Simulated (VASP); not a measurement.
The system is BaSi3.

```xyz
4
Lattice="4.4872 0.0000 0.0000 0.0000 4.4872 0.0000 0.0000 0.0000 4.4872" Properties=species:S:1:pos:R:3 pbc="T T T"
Ba    0.0000    0.0000    0.0000
Si    0.0000    2.2436    2.2436
Si    2.2436    2.2436    0.0000
Si    2.2436    0.0000    2.2436
```

Base run:

| Property | Result |
| --- | --- |
| Program | VASP 6.6.1 |
| Functional | PBEsol |
| Potentials or basis | VASP PAW PBE potentials, release 64 (Ba_sv, Si) |
| Cutoff | 520 eV |
| k mesh | 8 × 8 × 8 |
| Occupations | gaussian, width 0.05 eV |
| Spin | no spin polarisation |

Its results: band gap on the k mesh zero (band 11 reaches 6.92 eV, above the bottom of band 12 at 4.93 eV); pressure -1.8 GPa.

After a change of settings the same cell gave: band gap on the k mesh zero (band 11 reaches 7.04 eV, above the bottom of band 12 at 4.98 eV); pressure 1.8 GPa. Which change was it?
A. functional from PBEsol to PBE; further incar settings from ALGO = Normal; EDIFF = 1e-06; NBANDS = 19 to ALGO = Normal; EDIFF = 1e-07; NBANDS = 19
B. functional from PBEsol to PBE
C. functional from PBEsol to LDA; potentials or basis from VASP PAW PBE potentials, release 64 (Ba_sv, Si) to VASP PAW LDA potentials, release 64 (Ba_sv, Si)
D. functional from PBEsol to r2SCAN

D.

Caveats: the PAW data sets were made with another functional, which shifts forces and pressure a little; spin-orbit coupling is left out, which moves the levels of the heavy elements.
